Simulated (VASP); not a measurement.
# Eu (Im-3m) in VASP: single point with PBE

Aim: the single point of Eu with PBE.

All numbers are computed with VASP 6.6.1; they aren't measurements. Logs are shortened: lines on timing, memory, paths and dates and some standing lists are left out, and cuts for length are marked.

## (1) The cell of the first run

Symmetry: Im-3m, No. 229, cubic system. The conventional cell has a = 4.505 Å, b = 4.505 Å, c = 4.505 Å, α = 90.00°, β = 90.00°, γ = 90.00°. Within 5.1 Å of Eu (site symmetry m-3m) lie 14 Eu at 3.90 to 4.50 Å.

## (2) Single point, PBE, collinear spin, ferromagnetic start

Input file INCAR:

```
SYSTEM = Eu
PREC = Accurate ; ENCUT = 520
EDIFF = 1E-6 ; ISMEAR = -1
SIGMA = 0.0142 ; LREAL = .False.
LASPH = .True. ; NELM = 150
ALGO = Normal ; ISIF = 2
LWAVE = .False. ; LCHARG = .False.
ISPIN = 2 ; MAGMOM = 7.74 7.74
LORBIT = 11 ; LMAXMIX = 6
GGA = PE ; NBANDS = 28
```

Input file KPOINTS:

```
Automatic mesh
0
Gamma
  7 4 7
  0 0 0
```

Input file POSCAR:

```
Eu
1.0
    0.0000000000      0.0000000000     -4.5049408000
    4.5049408000     -4.5049408000      0.0000000000
   -2.2524704000     -2.2524704000      2.2524704000
Eu
2
Direct
    0.0000000000      0.0000000000      0.0000000000
    0.5000000000      0.5000000000      0.0000000000
```

Potentials or basis: VASP PAW PBE potentials, release 64 (Eu).

On the command line:

```bash
> cat potpaw_PBE.64/Eu/POTCAR > POTCAR
> mpirun -np 1 vasp_std > vasp.out
```

OUTCAR:

```text
SYSTEM = Eu
   PREC = Accurate
   ENCUT = 520
   EDIFF = 1E-6
   ISMEAR = -1
   LREAL = .False.
   LASPH = .True.
   NELM = 150
   ISIF = 2
   ISPIN = 2
   LORBIT = 11
   GGA = PE

 ion  position               nearest neighbor table
   1  0.000  0.000  0.000-
   2  0.500  0.500  0.000-

  LATTYP: Found a base centered orthorhombic cell.
 ALAT       =     4.5049408000
 B/A-ratio  =     1.4142135624
 C/A-ratio  =     1.4142135624

  Lattice vectors:

 A1 = (   2.2524704000,   2.2524704000,   2.2524704000)
 A2 = (  -2.2524704000,  -2.2524704000,   2.2524704000)
 A3 = (   4.5049408000,  -4.5049408000,   0.0000000000)

Analysis of symmetry for initial positions (statically):
=====================================================================
 Subroutine PRICEL returns following result:

  LATTYP: Found a body centered cubic cell.
 ALAT       =     4.5049408000

  Lattice vectors:

 A1 = (   2.2524704000,   2.2524704000,  -2.2524704000)
 A2 = (   2.2524704000,  -2.2524704000,   2.2524704000)
 A3 = (  -2.2524704000,  -2.2524704000,  -2.2524704000)

   2 primitive cells build up your supercell.

 Routine SETGRP: Setting up the symmetry group for a
 base centered orthorhombic supercell.

 Subroutine GETGRP returns: Found  8 space group operations
 (whereof  8 operations were pure point group operations)
 out of a pool of  8 trial point group operations.

The static configuration has the point symmetry D_2h.

Analysis of symmetry for dynamics (positions and initial velocities):
=====================================================================
 Subroutine PRICEL returns following result:

  LATTYP: Found a body centered cubic cell.
 ALAT       =     4.5049408000

  Lattice vectors:

 A1 = (   2.2524704000,   2.2524704000,  -2.2524704000)
 A2 = (   2.2524704000,  -2.2524704000,   2.2524704000)
 A3 = (  -2.2524704000,  -2.2524704000,  -2.2524704000)

   2 primitive cells build up your supercell.

 Routine SETGRP: Setting up the symmetry group for a
 base centered orthorhombic supercell.

 Subroutine GETGRP returns: Found  8 space group operations
 (whereof  8 operations were pure point group operations)
 out of a pool of  8 trial point group operations.

The dynamic configuration has the point symmetry D_2h.

Analysis of structural, dynamic, and magnetic symmetry:
=====================================================================
 Subroutine PRICEL returns following result:

  LATTYP: Found a body centered cubic cell.
 ALAT       =     4.5049408000

  Lattice vectors:

 A1 = (   2.2524704000,   2.2524704000,  -2.2524704000)
 A2 = (   2.2524704000,  -2.2524704000,   2.2524704000)
 A3 = (  -2.2524704000,  -2.2524704000,  -2.2524704000)

   2 primitive cells build up your supercell.

 Routine SETGRP: Setting up the symmetry group for a
 base centered orthorhombic supercell.

 Subroutine GETGRP returns: Found  8 space group operations
 (whereof  8 operations were pure point group operations)
 out of a pool of  8 trial point group operations.

The overall configuration has the point symmetry D_2h.

 Subroutine INISYM returns: Found  8 space group operations
 (whereof  8 operations are pure point group operations),
 and found     2 'primitive' translations

----------------------------------------------------------------------------------------

                                     Primitive cell

  volume of cell :      45.7127

  direct lattice vectors                    reciprocal lattice vectors
     2.252470400  2.252470400 -2.252470400     0.221978500  0.000000000 -0.221978500
     2.252470400 -2.252470400  2.252470400     0.221978500 -0.221978500  0.000000000
    -2.252470400 -2.252470400 -2.252470400     0.000000000 -0.221978500 -0.221978500

  length of vectors
     3.901393175  3.901393175  3.901393175     0.313925005  0.313925005  0.313925005

  position of ions in fractional coordinates (direct lattice)
     0.000000000  0.000000000  0.000000000

  ion indices of the primitive-cell ions
   primitive index   ion index
                 1           1

----------------------------------------------------------------------------------------

 KPOINTS: Automatic mesh

Automatic generation of k-mesh.
 Grid dimensions read from file:
 generate k-points for:    7    4    7

 Generating k-lattice:

  Cartesian coordinates                     Fractional coordinates (reciprocal lattice)
    -0.015855607 -0.015855607 -0.031711214     0.142857143  0.000000000  0.000000000
     0.027747312 -0.027747312  0.000000000     0.000000000  0.250000000  0.000000000
    -0.031711214 -0.031711214  0.000000000     0.000000000  0.000000000  0.142857143

  Length of vectors
     0.038838147  0.039240626  0.044846429

  Shift w.r.t. Gamma in fractional coordinates (k-lattice)
     0.000000000  0.000000000  0.000000000

 Subroutine IBZKPT returns following result:
 ===========================================

 Found     48 irreducible k-points:

 Following reciprocal coordinates:
            Coordinates               Weight
  0.000000  0.000000  0.000000      1.000000
  0.142857  0.000000  0.000000      4.000000
  0.285714  0.000000  0.000000      4.000000
  0.428571  0.000000  0.000000      4.000000
  0.000000  0.250000  0.000000      2.000000
  0.142857  0.250000 -0.000000      8.000000
[... 16 lines left out ...]
 -0.428571  0.250000  0.142857      8.000000
 -0.285714  0.250000  0.142857      4.000000
 [... further k-points ...]
   k-points           NKPTS =     48   k-points in BZ     NKDIM =     48   number of bands    NBANDS=     28
   number of dos      NEDOS =    301   number of ions     NIONS =      2
   total plane-waves  NPLWV =  51840
   dimension x,y,z NGX =    36 NGY =   48 NGZ =   30
   dimension x,y,z NGXF=    72 NGYF=   96 NGZF=   60
   ions per type =               2
   NGX,Y,Z   is equivalent  to a cutoff of  13.29, 12.53, 12.78 a.u.
   NGXF,Y,Z  is equivalent  to a cutoff of  26.57, 25.05, 25.57 a.u.
 SYSTEM =  Eu
   PREC   = accura    normal or accurate (medium, high low for compatibility)
   ISTART =      0    job   : 0-new  1-cont  2-samecut
   ICHARG =      2    charge: 1-file 2-atom 10-const
   ISPIN  =      2    spin polarized calculation?
   LNONCOLLINEAR =      F non collinear calculations
   LSORBIT =      F    spin-orbit coupling
   LASPH  =      T    aspherical Exc in radial PAW
   ENCUT  =  520.0 eV  38.22 Ry    6.18 a.u.   8.38 11.85  7.25*2*pi/ulx,y,z
   NELM   =    150;   NELMIN=  2; NELMDL= -5     # of ELM steps
   EDIFF  = 0.1E-05   stopping-criterion for ELM
   LREAL  =      F    real-space projection
   EDIFFG = 0.1E-04   stopping-criterion for IOM
   NSW    =      0    number of steps for IOM
   IBRION =     -1    ionic relax: 0-MD 1-quasi-New 2-CG
   NFREE  =      0    steps in history (QN), initial steepest desc. (CG)
   ISIF   =      2    stress and relaxation
   ISYM   =      2    0-nonsym 1-usesym 2-fastsym
   POTIM  = 0.5000    time-step for ionic-motion
   TEBEG  =    0.0;   TEEND  =   0.0 temperature during run
   PSTRESS=    0.0 pullay stress
   NELECT =      34.0000    total number of electrons
   NUPDOWN=      -1.0000    fix difference up-down
   EMIN   =  10.00;   EMAX   =-10.00  energy-range for DOS
   EFERMI =   0.00;   METHOD = LEGACY
   ISMEAR =    -1;   SIGMA  =   0.01  broadening in eV -4-tet -1-fermi 0-gaus
   EFERMI_NEDOS =   21; number of points for ismear=-14 and -15
   IALGO  =     38    algorithm
   IMIX   =      4    mixing-type and parameters
     AMIX     =   0.40;   BMIX     =  1.00
     AMIX_MAG =   1.60;   BMIX_MAG =  1.00
  volume/ion in A,a.u.               =      45.71       308.48
  Fermi-wavevector in a.u.,A,eV,Ry     =   1.177277  2.224731 18.857423  1.385981
  Thomas-Fermi vector in A             =   2.313627
   LORBIT       =     11    0 simple, 1 ext, 2 COOP (PROOUT), +10 PAW based schemes
   GGA     = PE    functional components
   LHFCALC =     F    Hartree Fock is set to
   AEXX    =    0.0000 exact exchange contribution
   IVDW    =     0    specifies the selected vdW correction
   LEPSILON=     F    determine dielectric tensor
   LRPA    =     F    only Hartree local field effects (RPA)
 spin polarized calculation
  energy-cutoff  :      520.00
  volume of cell :       91.43
 maximum number of plane-waves:      2488
 NGX is ok and might be reduce to    36
   NGX = 17   NGY = 23   NGZ = 15

 number of electron      33.9999998 magnetization      14.5277211

 Free energy of the ion-electron system (eV)
  ---------------------------------------------------
  ext. energy  EPLUGINS =         0.00000000
  ---------------------------------------------------
  free energy    TOTEN  =       -22.84245457 eV

  energy without entropy =      -22.84082613  energy(sigma->0) =      -22.84164035

 E-fermi :   1.8156     XC(G=0):  -8.5017

 val. band max:        1.8111314604   @ k =   0.0000   0.5000   0.4286
 cond. band min:       1.8205508420   @ k =   0.1429   0.2500   0.2857
 fundamental gap:      0.0094193816
 Fermi energy:         1.8156116432

 spin component 1

 k-point     1 :       0.0000    0.0000    0.0000
  band No.  band energies     occupation
      1     -39.8916      1.00000
      2     -39.8677      1.00000
      3     -18.8404      1.00000
      4     -18.6185      1.00000
      5     -18.5069      1.00000
      6     -18.5042      1.00000
[... 20 lines left out ...]
     27       3.5777      0.00000
[... 691 lines left out ...]
      6     -18.5618      1.00000
[... 20 lines left out ...]
     27       2.9411      0.00000
     28       3.0201      0.00000

 [... further k-points ...]

 spin component 2

 k-point     1 :       0.0000    0.0000    0.0000
  band No.  band energies     occupation
      1     -36.7598      1.00000
      2     -36.7280      1.00000
      3     -16.6121      1.00000
      4     -16.3261      1.00000
      5     -16.1858      1.00000
      6     -16.1815      1.00000
[... 20 lines left out ...]
     27       6.3169      0.00000
[... 691 lines left out ...]
      6     -16.2569      1.00000
[... 20 lines left out ...]
     27       6.3167      0.00000
     28       6.3199      0.00000

 [... further k-points ...]
[... 5 lines left out ...]
  --------------------------------------------------------------------------------------
  -------------------------------------------------------------------------------------
  Total       -0.7098377     -0.7098377     -0.7418293      0.0081221      0.0000000      0.0000000
  in kB      -12.4394848    -12.4394848    -13.0001186      0.1423344      0.0000000      0.0000000
  external PRESSURE =     -12.6263627 kB  Pullay stress =       0.0000000 kB

 VOLUME and BASIS-vectors are now :
 -----------------------------------------------------------------------------
  energy-cutoff  :      520.00
  volume of cell :       91.43
      direct lattice vectors                 reciprocal lattice vectors
     0.000000000  0.000000000 -4.504940800    -0.110989250 -0.110989250 -0.221978500
     4.504940800 -4.504940800  0.000000000     0.110989250 -0.110989250  0.000000000
    -2.252470400 -2.252470400  2.252470400    -0.221978500 -0.221978500  0.000000000

 POSITION                                       TOTAL-FORCE (eV/Angst)
 -----------------------------------------------------------------------------------
      0.00000      0.00000      0.00000         0.000000      0.000000      0.000000
      2.25247     -2.25247     -2.25247        -0.000000     -0.000000     -0.000000
 -----------------------------------------------------------------------------------
    total drift:                                0.000000     -0.000000      0.000000

  FREE ENERGIE OF THE ION-ELECTRON SYSTEM (eV)
  ---------------------------------------------------
  free  energy   TOTEN  =       -22.8424545706 eV

  energy  without entropy=      -22.8408261296  energy(sigma->0) =      -22.84164035

 total charge

# of ion       s       p       d       f       tot
--------------------------------------------------
    1        2.082   5.716   0.255   6.669  14.722
    2        2.082   5.716   0.255   6.669  14.722
--------------------------------------------------
tot          4.165  11.432   0.510  13.338  29.444

 magnetization (x)

# of ion       s       p       d       f       tot
--------------------------------------------------
    1       -0.005  -0.100   0.115   6.667   6.677
    2       -0.005  -0.100   0.115   6.667   6.677
--------------------------------------------------
tot         -0.011  -0.199   0.230  13.334  13.354
```

Run time: 5.2 min. Hardware: 1 thread of Intel Xeon Platinum 8375C at 2.90GHz (Ice Lake), shared host; peak memory 0.39 GiB.

What came out:

```
Free energy                                           : -22.8425 eV
Pressure                                              : -1.3 GPa
Net moment                                            : 14.53 μB per cell
Site moments                                          : Eu +6.68 μB
Valence electrons inside the program's atomic spheres : Eu 14.72
```

Caveat: spin-orbit coupling is left out, which moves the levels of the heavy elements. The state reached can hang on the start; a lower one may exist.
